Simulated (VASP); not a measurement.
# CdS (F-43m) in VASP: notebook

CdS is run at these levels: PBE; tasks: single point, relaxation of cell and atoms.

All numbers are computed with VASP 6.6.1; they aren't measurements. Logs are shortened: lines on timing, memory, paths and dates and some standing lists are left out, and cuts for length are marked.

## (1) The cell of the first run

It takes space group F-43m (No. 216, cubic). Conventional cell: a = 5.926 Å, b = 5.926 Å, c = 5.926 Å, α = 90.00°, β = 90.00°, γ = 90.00°. Cd (site symmetry -43m) has 4 S at 2.57 Å within 3.4 Å. S (site symmetry -43m) has 4 Cd at 2.57 Å within 3.4 Å.

## (2) Single point, PBE

Contents of INCAR:

```
SYSTEM = CdS
  PREC = Accurate
  ENCUT = 520
  EDIFF = 1E-6
  ISMEAR = 0
  SIGMA = 0.02
  LREAL = .False.
  LASPH = .True.
  NELM = 100
  ALGO = Normal
  ISIF = 2
  LWAVE = .False.
  LCHARG = .True.
  GGA = PE
  LELF = .True.
  LVHAR = .True.
  NBANDS = 16
```

Contents of KPOINTS:

```
Automatic mesh
0
Gamma
  8 8 8
  0 0 0
```

Contents of POSCAR:

```
CdS
1.0
    0.0000000000      2.9628947215      2.9628947215
    2.9628947215      0.0000000000      2.9628947215
    2.9628947215      2.9628947215      0.0000000000
Cd S
1 1
Direct
    0.0000000000      0.0000000000      0.0000000000
    0.2500000000      0.2500000000      0.2500000000
```

Potentials or basis: VASP PAW PBE potentials, release 64 (Cd, S).

Run with:

```
> cat potpaw_PBE.64/Cd/POTCAR potpaw_PBE.64/S/POTCAR > POTCAR
> mpirun -np 1 vasp_std > vasp.out
```

OUTCAR:

```text
SYSTEM = CdS
   PREC = Accurate
   ENCUT = 520
   EDIFF = 1E-6
   ISMEAR = 0
   LREAL = .False.
   LASPH = .True.
   NELM = 100
   ISIF = 2
   GGA = PE

 ion  position               nearest neighbor table
   1  0.000  0.000  0.000-   2 2.57   2 2.57   2 2.57   2 2.57
   2  0.250  0.250  0.250-   1 2.57   1 2.57   1 2.57   1 2.57

  LATTYP: Found a face centered cubic cell.
 ALAT       =     5.9257894430

  Lattice vectors:

 A1 = (   0.0000000000,   2.9628947215,   2.9628947215)
 A2 = (   2.9628947215,   0.0000000000,   2.9628947215)
 A3 = (   2.9628947215,   2.9628947215,   0.0000000000)

Analysis of symmetry for initial positions (statically):
=====================================================================
 Subroutine PRICEL returns:
 Original cell was already a primitive cell.

 Routine SETGRP: Setting up the symmetry group for a
 face centered cubic supercell.

 Subroutine GETGRP returns: Found 24 space group operations
 (whereof 24 operations were pure point group operations)
 out of a pool of 48 trial point group operations.

The static configuration has the point symmetry T_d .

Analysis of symmetry for dynamics (positions and initial velocities):
=====================================================================
 Subroutine PRICEL returns:
 Original cell was already a primitive cell.

 Routine SETGRP: Setting up the symmetry group for a
 face centered cubic supercell.

 Subroutine GETGRP returns: Found 24 space group operations
 (whereof 24 operations were pure point group operations)
 out of a pool of 48 trial point group operations.

The dynamic configuration has the point symmetry T_d .

 Subroutine INISYM returns: Found 24 space group operations
 (whereof 24 operations are pure point group operations),
 and found     1 'primitive' translations

----------------------------------------------------------------------------------------

                                     Primitive cell

  volume of cell :      52.0210

  direct lattice vectors                    reciprocal lattice vectors
     0.000000000  2.962894722  2.962894722    -0.168753887  0.168753887  0.168753887
     2.962894722  0.000000000  2.962894722     0.168753887 -0.168753887  0.168753887
     2.962894722  2.962894722  0.000000000     0.168753887  0.168753887 -0.168753887
[... 74 lines left out ...]
 SYSTEM =  CdS
   PREC   = accura    normal or accurate (medium, high low for compatibility)
   ISTART =      0    job   : 0-new  1-cont  2-samecut
   ICHARG =      2    charge: 1-file 2-atom 10-const
   ISPIN  =      1    spin polarized calculation?
   LNONCOLLINEAR =      F non collinear calculations
   LSORBIT =      F    spin-orbit coupling
   LASPH  =      T    aspherical Exc in radial PAW
   ENCUT  =  520.0 eV  38.22 Ry    6.18 a.u.   7.79  7.79  7.79*2*pi/ulx,y,z
   NELM   =    100;   NELMIN=  2; NELMDL= -5     # of ELM steps
   EDIFF  = 0.1E-05   stopping-criterion for ELM
   LREAL  =      F    real-space projection
   EDIFFG = 0.1E-04   stopping-criterion for IOM
   NSW    =      0    number of steps for IOM
   IBRION =     -1    ionic relax: 0-MD 1-quasi-New 2-CG
   NFREE  =      0    steps in history (QN), initial steepest desc. (CG)
   ISIF   =      2    stress and relaxation
   ISYM   =      2    0-nonsym 1-usesym 2-fastsym
   POTIM  = 0.5000    time-step for ionic-motion
   TEBEG  =    0.0;   TEEND  =   0.0 temperature during run
   PSTRESS=    0.0 pullay stress
   NELECT =      18.0000    total number of electrons
   NUPDOWN=      -1.0000    fix difference up-down
   EMIN   =  10.00;   EMAX   =-10.00  energy-range for DOS
   EFERMI =   0.00;   METHOD = LEGACY
   ISMEAR =     0;   SIGMA  =   0.02  broadening in eV -4-tet -1-fermi 0-gaus
   EFERMI_NEDOS =   21; number of points for ismear=-14 and -15
   IALGO  =     38    algorithm
   IMIX   =      4    mixing-type and parameters
     AMIX     =   0.40;   BMIX     =  1.00
     AMIX_MAG =   1.60;   BMIX_MAG =  1.00
  volume/ion in A,a.u.               =      26.01       175.53
  Fermi-wavevector in a.u.,A,eV,Ry     =   1.149316  2.171892 17.972306  1.320927
  Thomas-Fermi vector in A             =   2.285986
   LORBIT       =      0    0 simple, 1 ext, 2 COOP (PROOUT), +10 PAW based schemes
   GGA     = PE    functional components
   LHFCALC =     F    Hartree Fock is set to
   AEXX    =    0.0000 exact exchange contribution
   IVDW    =     0    specifies the selected vdW correction
   LEPSILON=     F    determine dielectric tensor
   LRPA    =     F    only Hartree local field effects (RPA)
 non-spin polarized calculation
 Gauss-broadening in eV      SIGMA  =   0.02
  energy-cutoff  :      520.00
  volume of cell :       52.02
 maximum number of plane-waves:      1424
   NGX = 15   NGY = 15   NGZ = 15

 number of electron      18.0000002 magnetization

 Free energy of the ion-electron system (eV)
  ---------------------------------------------------
  ext. energy  EPLUGINS =         0.00000000
  ---------------------------------------------------
  free energy    TOTEN  =        -6.14713560 eV

  energy without entropy =       -6.14713560  energy(sigma->0) =       -6.14713560

 E-fermi :   1.0640     XC(G=0):  -8.9298

 val. band max:        0.9207698565   @ k =   0.0000   0.0000   0.0000
 cond. band min:       1.9652174539   @ k =   0.0000   0.0000   0.0000
 fundamental gap:      1.0444475973
 Fermi energy:         1.0640004288

 k-point     1 :       0.0000    0.0000    0.0000
  band No.  band energies     occupation
      1     -11.1699      2.00000
      2      -6.6487      2.00000
      3      -6.6487      2.00000
      4      -6.6487      2.00000
      5      -6.2309      2.00000
      6      -6.2309      2.00000
[... 433 lines left out ...]
      3      -6.4709      2.00000
      4      -6.2514      2.00000
      5      -6.2071      2.00000
      6      -5.7907      2.00000
[... 8 lines left out ...]
     15      13.0921      0.00000
     16      13.9352      0.00000

 [... further k-points ...]
[... 5 lines left out ...]
  --------------------------------------------------------------------------------------
  -------------------------------------------------------------------------------------
  Total        0.1020438      0.1020438      0.1020438     -0.0000000     -0.0000000     -0.0000000
  in kB        3.1428117      3.1428117      3.1428117     -0.0000000     -0.0000000     -0.0000000
  external PRESSURE =       3.1428117 kB  Pullay stress =       0.0000000 kB

 VOLUME and BASIS-vectors are now :
 -----------------------------------------------------------------------------
  energy-cutoff  :      520.00
  volume of cell :       52.02
      direct lattice vectors                 reciprocal lattice vectors
     0.000000000  2.962894722  2.962894722    -0.168753887  0.168753887  0.168753887
     2.962894722  0.000000000  2.962894722     0.168753887 -0.168753887  0.168753887
     2.962894722  2.962894722  0.000000000     0.168753887  0.168753887 -0.168753887

 POSITION                                       TOTAL-FORCE (eV/Angst)
 -----------------------------------------------------------------------------------
      0.00000      0.00000      0.00000         0.000000      0.000000      0.000000
      1.48145      1.48145      1.48145        -0.000000     -0.000000     -0.000000
 -----------------------------------------------------------------------------------
    total drift:                               -0.000000     -0.000000     -0.000000

  FREE ENERGIE OF THE ION-ELECTRON SYSTEM (eV)
  ---------------------------------------------------
  free  energy   TOTEN  =        -6.1471355959 eV

  energy  without entropy=       -6.1471355959  energy(sigma->0) =       -6.14713560
```

OSZICAR:

```text
N       E                     dE             d eps       ncg     rms          rms(c)
DAV:   1     0.102312686133E+03    0.10231E+03   -0.90644E+03   968   0.102E+03
DAV:   2    -0.253240471429E+01   -0.10485E+03   -0.99346E+02  1104   0.247E+02
DAV:   3    -0.667307887913E+01   -0.41407E+01   -0.41315E+01  1184   0.502E+01
DAV:   4    -0.669971438117E+01   -0.26636E-01   -0.26633E-01  1136   0.389E+00
DAV:   5    -0.670009541514E+01   -0.38103E-03   -0.38103E-03  1184   0.440E-01    0.733E+00
DAV:   6    -0.616449881610E+01    0.53560E+00   -0.86634E-01  1376   0.112E+01    0.601E+00
DAV:   7    -0.614675289504E+01    0.17746E-01   -0.18418E-01  1144   0.293E+00    0.299E+00
DAV:   8    -0.614695077465E+01   -0.19788E-03   -0.16203E-02  1088   0.157E+00    0.273E-01
DAV:   9    -0.614690912127E+01    0.41653E-04   -0.18655E-03  1112   0.608E-01    0.614E-02
DAV:  10    -0.614705403044E+01   -0.14491E-03   -0.24025E-04  1184   0.147E-01    0.716E-02
DAV:  11    -0.614714238083E+01   -0.88350E-04   -0.14470E-04  1064   0.895E-02    0.271E-02
DAV:  12    -0.614713465075E+01    0.77301E-05   -0.21946E-05  1232   0.571E-02    0.928E-03
DAV:  13    -0.614713565980E+01   -0.10091E-05   -0.28889E-06  1104   0.102E-02    0.593E-03
DAV:  14    -0.614713559590E+01    0.63904E-07   -0.23888E-07   968   0.313E-03
   1 F= -.61471356E+01 E0= -.61471356E+01  d E =-.351888E-26
```

Wall time 18 s (1 thread of Intel Xeon Platinum 8488C (Sapphire Rapids), shared host); peak memory 0.18 GiB.

Results:

| Item | Value |
| --- | --- |
| Free energy | -6.1471 eV |
| Pressure | 0.3 GPa |
| Band gap on the k mesh | 1.04 eV |

## (3) Relaxation of cell and atoms, PBE

This run uses another cell than the first one, of 25.49 Å³/atom.

Contents of INCAR:

```
SYSTEM = CdS
ALGO     = Normal         ! electronic algorithm
EDIFF    = 1E-6           ! SCF threshold, eV
EDIFFG   = -0.01          ! ionic threshold
ENCUT    = 600            ! plane-wave cutoff, eV
GGA      = PE             ! functional
IBRION   = 2              ! ionic algorithm
ISIF     = 3              ! what is computed and relaxed
ISMEAR   = 0              ! smearing method
LASPH    = .True.         ! aspherical terms in the spheres
LCHARG   = .False.        ! write CHGCAR
LREAL    = .False.        ! projectors in reciprocal space
LWAVE    = .False.        ! write WAVECAR
NELM     = 80             ! most SCF steps
NSW      = 100            ! ionic steps
PREC     = Accurate       ! precision mode
SIGMA    = 0.02           ! smearing width, eV
```

Contents of KPOINTS:

```
k-points
0
Gamma
  8 8 8
  0 0 0
```

Contents of POSCAR:

```
CdS
1.0
    0.0000000000      2.9429534649      2.9429534649
    2.9429534649      0.0000000000      2.9429534649
    2.9429534649      2.9429534649      0.0000000000
Cd S
1 1
Direct
    0.0000000000      0.0000000000      0.0000000000
    0.2500000000      0.2500000000      0.2500000000
```

Potentials or basis: VASP PAW PBE potentials, release 64 (Cd, S).

Run with:

```
> cat potpaw_PBE.64/Cd/POTCAR potpaw_PBE.64/S/POTCAR > POTCAR
> mpirun -np 1 vasp_std > vasp.out
```

OUTCAR:

```text
SYSTEM = CdS
   EDIFF = 1E-6
   EDIFFG = -0.01
   ENCUT = 600
   GGA = PE
   IBRION = 2
   ISIF = 3
   ISMEAR = 0
   LASPH = .True.
   LREAL = .False.
   NELM = 80
   NSW = 100
   PREC = Accurate

 ion  position               nearest neighbor table
   1  0.000  0.000  0.000-   2 2.55   2 2.55   2 2.55   2 2.55
   2  0.250  0.250  0.250-   1 2.55   1 2.55   1 2.55   1 2.55

  LATTYP: Found a face centered cubic cell.
 ALAT       =     5.8859069298

  Lattice vectors:

 A1 = (   0.0000000000,   2.9429534649,   2.9429534649)
 A2 = (   2.9429534649,   0.0000000000,   2.9429534649)
 A3 = (   2.9429534649,   2.9429534649,   0.0000000000)

Analysis of symmetry for initial positions (statically):
=====================================================================
 Subroutine PRICEL returns:
 Original cell was already a primitive cell.

 Routine SETGRP: Setting up the symmetry group for a
 face centered cubic supercell.

 Subroutine GETGRP returns: Found 24 space group operations
 (whereof 24 operations were pure point group operations)
 out of a pool of 48 trial point group operations.

The static configuration has the point symmetry T_d .

Analysis of symmetry for dynamics (positions and initial velocities):
=====================================================================
 Subroutine PRICEL returns:
 Original cell was already a primitive cell.

[... 227 lines left out ...]
--------------------------------------- Ionic step        3  -------------------------------------------

 number of electron      17.9999999 magnetization

 Free energy of the ion-electron system (eV)
  ---------------------------------------------------
  ext. energy  EPLUGINS =         0.00000000
  ---------------------------------------------------
  free energy    TOTEN  =        -6.14690457 eV

  energy without entropy =       -6.14690457  energy(sigma->0) =       -6.14690457

 E-fermi :   0.9994     XC(G=0):  -8.9056

 val. band max:        0.8785101685   @ k =   0.0000   0.0000   0.0000
 cond. band min:       1.9114698915   @ k =   0.0000   0.0000   0.0000
 fundamental gap:      1.0329597230
 Fermi energy:         0.9994400299

 k-point     1 :       0.0000    0.0000    0.0000
  band No.  band energies     occupation
      1     -11.1826      2.00000
      2      -6.6756      2.00000
      3      -6.6756      2.00000
      4      -6.6756      2.00000
      5      -6.2644      2.00000
      6      -6.2644      2.00000
      7       0.8785      2.00000
      8       0.8785      2.00000
      9       0.8785      2.00000
     10       1.9115      0.00000
     11       7.4292      0.00000
     12       7.4292      0.00000
     13       7.4292      0.00000
[... 354 lines left out ...]
  band No.  band energies     occupation
      1     -10.7474      2.00000
      2      -6.5323      2.00000
      3      -6.5004      2.00000
      4      -6.2844      2.00000
      5      -6.2409      2.00000
      6      -5.8298      2.00000
      7      -2.9560      2.00000
      8      -0.8961      2.00000
      9      -0.2252      2.00000
     10       5.1048      0.00000
     11       6.7254      0.00000
     12       7.9997      0.00000
     13       9.1465      0.00000

 [... further k-points ...]
[... 5 lines left out ...]
  --------------------------------------------------------------------------------------
  -------------------------------------------------------------------------------------
  Total        0.0061415      0.0061415      0.0061415     -0.0000000     -0.0000000      0.0000000
  in kB        0.1881646      0.1881646      0.1881646     -0.0000000     -0.0000000      0.0000000
  external PRESSURE =       0.1881646 kB  Pullay stress =       0.0000000 kB
[... 17 lines left out ...]
  FREE ENERGIE OF THE ION-ELECTRON SYSTEM (eV)
  ---------------------------------------------------
  free  energy   TOTEN  =        -6.1469045663 eV

  energy  without entropy=       -6.1469045663  energy(sigma->0) =       -6.14690457

 reached required accuracy - stopping structural energy minimisation
```

Wall time 45 s (1 thread of Intel Xeon Platinum 8488C (Sapphire Rapids), shared host); peak memory 0.23 GiB.

Results:

```yaml
Free_energy: -6.1469 eV
Relaxed_volume: 26.15 Å³/atom
Relaxed_cell: a = 4.197 Å, b = 4.197 Å, c = 4.197 Å, α = 60.00°, β = 60.00°, γ = 60.00°
Space_group_after_relaxing_to_0.1_Å: F-43m (No. 216)
Energy_gained_by_relaxing: 2.9 meV/atom
Ionic_steps: 3
Pressure_after_relaxing: 0.0 GPa
Band_gap_on_the_k_mesh: 1.03 eV
```

Step by step:
| step | energy change (eV) | largest force (eV/Å) | pressure (GPa) | volume (Å³) |
| --- | --- | --- | --- | --- |
| 1 | 0.0000 | 0.0000 | 1.45 | 50.98 |
| 2 | -0.0053 | 0.0000 | -0.40 | 52.70 |
| 3 | -0.0058 | 0.0000 | 0.02 | 52.29 |

Final structure:
```
CELL_PARAMETERS angstrom
0.00000 2.96806 2.96806
2.96806 0.00000 2.96806
2.96806 2.96806 0.00000
ATOMIC_POSITIONS crystal
Cd 0.00000 0.00000 0.00000
S 0.25000 0.25000 0.25000
```
